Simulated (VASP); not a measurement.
# Al (R-3m) in VASP: further runs

Runs on Al. Level: r2SCAN. Tasks: single point.

Program: VASP 6.6.1. These are calculated values, not measurements. Logs are shortened: lines on timing, memory, paths and dates and some standing lists are left out, and cuts for length are marked.

### Step 1. The cell of the first run

It takes space group R-3m (No. 166, trigonal). Conventional cell: a = 4.235 Å, b = 4.235 Å, c = 3.112 Å, α = 90.00°, β = 90.00°, γ = 120.00°. Within 3.5 Å of Al (site symmetry -3m) lie 14 Al at 2.66 to 3.21 Å.

### Step 2. Single point, r2SCAN

POSCAR reads:

```
Al
1.0
   -1.3975678426      1.5972203916      1.5972203916
    1.5972203916     -1.3975678426      1.5972203916
    1.5972203916      1.5972203916     -1.3975678426
Al
1
Direct
    0.0000000000      0.0000000000      0.0000000000
```

INCAR.step1 reads:

```
PREC = Accurate
ENCUT = 520
ISMEAR = 0
SIGMA = 0.15
LREAL = F
LASPH = T
NELM = 100
NBANDS = 8
GGA = PE
ALGO = Normal
EDIFF = 1E-4
LWAVE = T
LCHARG = F
```

INCAR.step2 reads:

```
PREC = Accurate
ENCUT = 520
EDIFF = 1E-7
ISMEAR = 0
SIGMA = 0.15
LREAL = F
LASPH = T
NELM = 100
ALGO = Normal
ISIF = 2
LWAVE = F
LCHARG = F
METAGGA = R2SCAN
LMIXTAU = T
NBANDS = 8
ISTART = 1
```

KPOINTS reads:

```
Automatic mesh
0
Gamma
  24 24 24
```

Potentials or basis: VASP PAW PBE potentials, release 64 (Al).

Command:

```console
> cat potpaw_PBE.64/Al/POTCAR > POTCAR
> cp INCAR.step1 INCAR
> mpirun -np 1 vasp_std > vasp.out
> cp INCAR.step2 INCAR
> mpirun -np 1 vasp_std > vasp.out
```

OUTCAR:

```text
PREC = Accurate
   ENCUT = 520
   EDIFF = 1E-7
   ISMEAR = 0
   LREAL = F
   LASPH = T
   NELM = 100
   ISIF = 2
   METAGGA = R2SCAN
   ISTART = 1

 ion  position               nearest neighbor table
   1  0.000  0.000  0.000-

  LATTYP: Found a trigonal (rhomboedric) cell.
 ALAT       =     2.6562044035
 COS(alpha) =    -0.2711864407

  Lattice vectors:

 A1 = (  -1.3975678426,   1.5972203916,   1.5972203916)
 A2 = (   1.5972203916,  -1.3975678426,   1.5972203916)
 A3 = (   1.5972203916,   1.5972203916,  -1.3975678426)

Analysis of symmetry for initial positions (statically):
=====================================================================
 Subroutine PRICEL returns:
 Original cell was already a primitive cell.

 Routine SETGRP: Setting up the symmetry group for a
 trigonal (rhombohedral) supercell.

 Subroutine GETGRP returns: Found 12 space group operations
 (whereof 12 operations were pure point group operations)
 out of a pool of 12 trial point group operations.

The static configuration has the point symmetry D_3d.

Analysis of symmetry for dynamics (positions and initial velocities):
=====================================================================
 Subroutine PRICEL returns:
 Original cell was already a primitive cell.

 Routine SETGRP: Setting up the symmetry group for a
 trigonal (rhombohedral) supercell.

 Subroutine GETGRP returns: Found 12 space group operations
 (whereof 12 operations were pure point group operations)
 out of a pool of 12 trial point group operations.

The dynamic configuration has the point symmetry D_3d.

 Subroutine INISYM returns: Found 12 space group operations
 (whereof 12 operations are pure point group operations),
 and found     1 'primitive' translations

----------------------------------------------------------------------------------------

                                     Primitive cell

  volume of cell :      16.1157

  direct lattice vectors                    reciprocal lattice vectors
    -1.397567843  1.597220392  1.597220392    -0.037101492  0.296811934  0.296811934
     1.597220392 -1.397567843  1.597220392     0.296811934 -0.037101492  0.296811934
     1.597220392  1.597220392 -1.397567843     0.296811934  0.296811934 -0.037101492

  length of vectors
     2.656204404  2.656204404  2.656204404     0.421391943  0.421391943  0.421391943
[... 73 lines left out ...]
   ISPIN  =      1    spin polarized calculation?
   LNONCOLLINEAR =      F non collinear calculations
   LSORBIT =      F    spin-orbit coupling
   LASPH  =      T    aspherical Exc in radial PAW
   ENCUT  =  520.0 eV  38.22 Ry    6.18 a.u.   4.94  4.94  4.94*2*pi/ulx,y,z
   NELM   =    100;   NELMIN=  2; NELMDL=  0     # of ELM steps
   EDIFF  = 0.1E-06   stopping-criterion for ELM
   LREAL  =      F    real-space projection
   EDIFFG = 0.1E-05   stopping-criterion for IOM
   NSW    =      0    number of steps for IOM
   IBRION =     -1    ionic relax: 0-MD 1-quasi-New 2-CG
   NFREE  =      0    steps in history (QN), initial steepest desc. (CG)
   ISIF   =      2    stress and relaxation
   ISYM   =      2    0-nonsym 1-usesym 2-fastsym
   POTIM  = 0.5000    time-step for ionic-motion
   TEBEG  =    0.0;   TEEND  =   0.0 temperature during run
   PSTRESS=    0.0 pullay stress
   NELECT =       3.0000    total number of electrons
   NUPDOWN=      -1.0000    fix difference up-down
   EMIN   =  10.00;   EMAX   =-10.00  energy-range for DOS
   EFERMI =   0.00;   METHOD = LEGACY
   ISMEAR =     0;   SIGMA  =   0.15  broadening in eV -4-tet -1-fermi 0-gaus
   EFERMI_NEDOS =   21; number of points for ismear=-14 and -15
   IALGO  =     38    algorithm
   IMIX   =      4    mixing-type and parameters
     AMIX     =   0.40;   BMIX     =  1.00
     AMIX_MAG =   1.60;   BMIX_MAG =  1.00
  volume/ion in A,a.u.               =      16.12       108.75
  Fermi-wavevector in a.u.,A,eV,Ry     =   0.934757  1.766435 11.888371  0.873771
  Thomas-Fermi vector in A             =   2.061595
   LORBIT       =      0    0 simple, 1 ext, 2 COOP (PROOUT), +10 PAW based schemes
   METAGGA = R2SCAN    functional components
   LHFCALC =     F    Hartree Fock is set to
   AEXX    =    0.0000 exact exchange contribution
   IVDW    =     0    specifies the selected vdW correction
   LEPSILON=     F    determine dielectric tensor
   LRPA    =     F    only Hartree local field effects (RPA)
 non-spin polarized calculation
 Gauss-broadening in eV      SIGMA  =   0.15
  energy-cutoff  :      520.00
  volume of cell :       16.12
 maximum number of plane-waves:       446
   NGX =  9   NGY =  9   NGZ =  9

 number of electron       3.0000000 magnetization

 Free energy of the ion-electron system (eV)
  ---------------------------------------------------
  ext. energy  EPLUGINS =         0.00000000
  ---------------------------------------------------
  free energy    TOTEN  =        -6.52302598 eV

  energy without entropy =       -6.51896825  energy(sigma->0) =       -6.52099711

 E-fermi :   8.2163     XC(G=0): -11.0023

 val. band max:        8.2133509183   @ k =  -0.3750  -0.4583   0.1667
 cond. band min:       8.2198237339   @ k =   0.2917   0.0833   0.0417
 fundamental gap:      0.0064728156
 Fermi energy:         8.2162944152

 k-point     1 :       0.0000    0.0000    0.0000
  band No.  band energies     occupation
      1      -3.7697      2.00000
      2      20.2314      0.00000
      3      20.2314      0.00000
      4      21.8104      0.00000
      5      23.1774      0.00000
      6      23.1774      0.00000
      7      24.2216      0.00000
      8      27.8394      0.00000
[... 243 lines left out ...]
 k-point    24 :       0.4583    0.0417    0.0000
  band No.  band energies     occupation
      1       2.4170      2.00000
      2       3.8357      2.00000
      3      16.7528      0.00000
      4      18.7055      0.00000
      5      20.4870      0.00000
      6      22.7275      0.00000
      7      31.9184      0.00000
      8      32.4597      0.00000

 [... further k-points ...]
[... 5 lines left out ...]
  --------------------------------------------------------------------------------------
  -------------------------------------------------------------------------------------
  Total        0.4042455      0.4042455      0.4042455     -0.5116225     -0.5116225     -0.5116225
  in kB       40.1889003     40.1889003     40.1889003    -50.8640134    -50.8640134    -50.8640134
  external PRESSURE =      40.1889003 kB  Pullay stress =       0.0000000 kB

 VOLUME and BASIS-vectors are now :
 -----------------------------------------------------------------------------
  energy-cutoff  :      520.00
  volume of cell :       16.12
      direct lattice vectors                 reciprocal lattice vectors
    -1.397567843  1.597220392  1.597220392    -0.037101492  0.296811934  0.296811934
     1.597220392 -1.397567843  1.597220392     0.296811934 -0.037101492  0.296811934
     1.597220392  1.597220392 -1.397567843     0.296811934  0.296811934 -0.037101492

 POSITION                                       TOTAL-FORCE (eV/Angst)
 -----------------------------------------------------------------------------------
      0.00000      0.00000      0.00000        -0.000000      0.000000     -0.000000
 -----------------------------------------------------------------------------------
    total drift:                                0.000000      0.000000     -0.000000

  FREE ENERGIE OF THE ION-ELECTRON SYSTEM (eV)
  ---------------------------------------------------
  free  energy   TOTEN  =        -6.5230259836 eV

  energy  without entropy=       -6.5189682463  energy(sigma->0) =       -6.52099711
```

Wall time 5 min (1 thread of Intel Xeon 6975P-C, shared host); peak memory 0.24 GiB.

Results:

```
Free energy : -6.5230 eV
Pressure    : 4.0 GPa
```

Stress tensor (GPa, compression positive):
```
 4.02 -5.09 -5.09
-5.09  4.02 -5.09
-5.09 -5.09  4.02
```

Levels at points of the mesh, in eV from the Fermi level:
```csv
k point,band 1,band 2,band 3,band 4
"(0.00, 0.00, 0.00)",-11.99,12.02,12.02,13.59
"(0.50, 0.00, 0.00)",-5.28,-5.01,9.31,10.63
"(0.50, 0.50, 0.00)",-4.06,-2.76,5.62,6.71
"(0.50, 0.50, 0.50)",1.75,1.75,3.18,3.18
```

Caveat: the PAW data sets were made with another functional, which shifts forces and pressure a little.

### Step 3. Single point, r2SCAN

This run uses another cell than the first one, of the same volume but with other edges.

POSCAR reads:

```
Al
1.0
   -1.0221629741      1.6443491322      1.6443491322
    1.6443491322     -1.0221629741      1.6443491322
    1.6443491322      1.6443491322     -1.0221629741
Al
1
Direct
    0.0000000000      0.0000000000      0.0000000000
```

INCAR.step1 reads:

```
SYSTEM = Al
ALGO = Normal
EDIFF = 1E-4
ENCUT = 520
GGA = PE
ISMEAR = 0
LASPH = .TRUE.
LCHARG = .FALSE.
LREAL = .FALSE.
LWAVE = .TRUE.
NBANDS = 8
NELM = 100
PREC = Accurate
SIGMA = 0.15
```

INCAR.step2 reads:

```
SYSTEM = Al
ALGO = Normal
EDIFF = 1E-6
ENCUT = 520
ISIF = 2
ISMEAR = 0
ISTART = 1
LASPH = .TRUE.
LCHARG = .FALSE.
LMIXTAU = .TRUE.
LREAL = .FALSE.
LWAVE = .FALSE.
METAGGA = R2SCAN
NBANDS = 8
NELM = 100
PREC = Accurate
SIGMA = 0.15
```

KPOINTS reads:

```
k-points
0
G
  24 24 24
  0 0 0
```

Potentials or basis: VASP PAW PBE potentials, release 64 (Al).

Command:

```console
> cat potpaw_PBE.64/Al/POTCAR > POTCAR
> cp INCAR.step1 INCAR
> mpirun -np 1 vasp_std > vasp.out
> cp INCAR.step2 INCAR
> mpirun -np 1 vasp_std > vasp.out
```

OUTCAR:

```text
SYSTEM = Al
   EDIFF = 1E-6
   ENCUT = 520
   ISIF = 2
   ISMEAR = 0
   ISTART = 1
   LASPH = .TRUE.
   LREAL = .FALSE.
   METAGGA = R2SCAN
   NELM = 100
   PREC = Accurate

 ion  position               nearest neighbor table
   1  0.000  0.000  0.000-

  LATTYP: Found a trigonal (rhomboedric) cell.
 ALAT       =     2.5401939459
 COS(alpha) =    -0.1019283747

  Lattice vectors:

 A1 = (  -1.0221629741,   1.6443491322,   1.6443491322)
 A2 = (   1.6443491322,  -1.0221629741,   1.6443491322)
 A3 = (   1.6443491322,   1.6443491322,  -1.0221629741)

Analysis of symmetry for initial positions (statically):
=====================================================================
 Subroutine PRICEL returns:
 Original cell was already a primitive cell.

 Routine SETGRP: Setting up the symmetry group for a
 trigonal (rhombohedral) supercell.

 Subroutine GETGRP returns: Found 12 space group operations
 (whereof 12 operations were pure point group operations)
 out of a pool of 12 trial point group operations.

The static configuration has the point symmetry D_3d.

Analysis of symmetry for dynamics (positions and initial velocities):
[... 155 lines left out ...]
  energy without entropy =       -6.16588754  energy(sigma->0) =       -6.16804242

 E-fermi :   7.9740     XC(G=0): -10.8982

 val. band max:        7.9670231289   @ k =  -0.4583   0.2917   0.2083
 cond. band min:       7.9833484668   @ k =  -0.2500   0.3750   0.2500
 fundamental gap:      0.0163253379
 Fermi energy:         7.9740080077

 k-point     1 :       0.0000    0.0000    0.0000
  band No.  band energies     occupation
      1      -3.8026      2.00000
      2      17.1028      0.00000
      3      17.1028      0.00000
      4      19.4483      0.00000
      5      19.9080      0.00000
      6      19.9080      0.00000
      7      27.4152      0.00000
      8      34.6709      0.00000
[... 243 lines left out ...]
 k-point    24 :       0.4583    0.0417   -0.0000
  band No.  band energies     occupation
      1       1.4467      2.00000
      2       3.2256      2.00000
      3      18.7573      0.00000
      4      22.2798      0.00000
      5      23.4948      0.00000
      6      25.0256      0.00000
      7      26.1061      0.00000
      8      29.7787      0.00000

 [... further k-points ...]
[... 5 lines left out ...]
  --------------------------------------------------------------------------------------
  -------------------------------------------------------------------------------------
  Total        1.7064691      1.7064691      1.7064691     -0.3595330     -0.3595330     -0.3595330
  in kB      169.6521669    169.6521669    169.6521669    -35.7437194    -35.7437194    -35.7437194
  external PRESSURE =     169.6521669 kB  Pullay stress =       0.0000000 kB

 VOLUME and BASIS-vectors are now :
 -----------------------------------------------------------------------------
  energy-cutoff  :      520.00
  volume of cell :       16.12
      direct lattice vectors                 reciprocal lattice vectors
    -1.022162974  1.644349132  1.644349132    -0.102947143  0.272074593  0.272074593
     1.644349132 -1.022162974  1.644349132     0.272074593 -0.102947143  0.272074593
     1.644349132  1.644349132 -1.022162974     0.272074593  0.272074593 -0.102947143

 POSITION                                       TOTAL-FORCE (eV/Angst)
 -----------------------------------------------------------------------------------
      0.00000      0.00000      0.00000        -0.000000     -0.000000     -0.000000
 -----------------------------------------------------------------------------------
    total drift:                                0.000000      0.000000      0.000000

  FREE ENERGIE OF THE ION-ELECTRON SYSTEM (eV)
  ---------------------------------------------------
  free  energy   TOTEN  =        -6.1701973074 eV

  energy  without entropy=       -6.1658875371  energy(sigma->0) =       -6.16804242
```

OUTCAR.step1:

```text
SYSTEM = Al
   EDIFF = 1E-4
   ENCUT = 520
   GGA = PE
   ISMEAR = 0
   LASPH = .TRUE.
[... 482 lines left out ...]
 -----------------------------------------------------------------------------------
      0.00000      0.00000      0.00000         0.000000     -0.000000      0.000000
 -----------------------------------------------------------------------------------
    total drift:                                0.000000      0.000000     -0.000000

  FREE ENERGIE OF THE ION-ELECTRON SYSTEM (eV)
  ---------------------------------------------------
  free  energy   TOTEN  =        -3.2310934723 eV

  energy  without entropy=       -3.2265110436  energy(sigma->0) =       -3.22880226
```

Wall time 4.4 min (1 thread of Intel Xeon 6975P-C, shared host); peak memory 0.24 GiB.

Results:

| Item | Value |
| --- | --- |
| Free energy | -6.1702 eV |
| Pressure | 17.0 GPa |

Levels at points of the mesh, in eV from the Fermi level:
```csv
k point,band 1,band 2,band 3,band 4
"(0.00, 0.00, 0.00)",-11.78,9.13,9.13,11.47
"(0.50, 0.00, 0.00)",-5.88,-5.53,11.44,15.06
"(0.50, 0.50, 0.00)",-2.06,-0.11,0.59,2.57
"(0.50, 0.50, 0.50)",2.73,2.73,4.66,4.66
```

Caveat: the PAW data sets were made with another functional, which shifts forces and pressure a little.
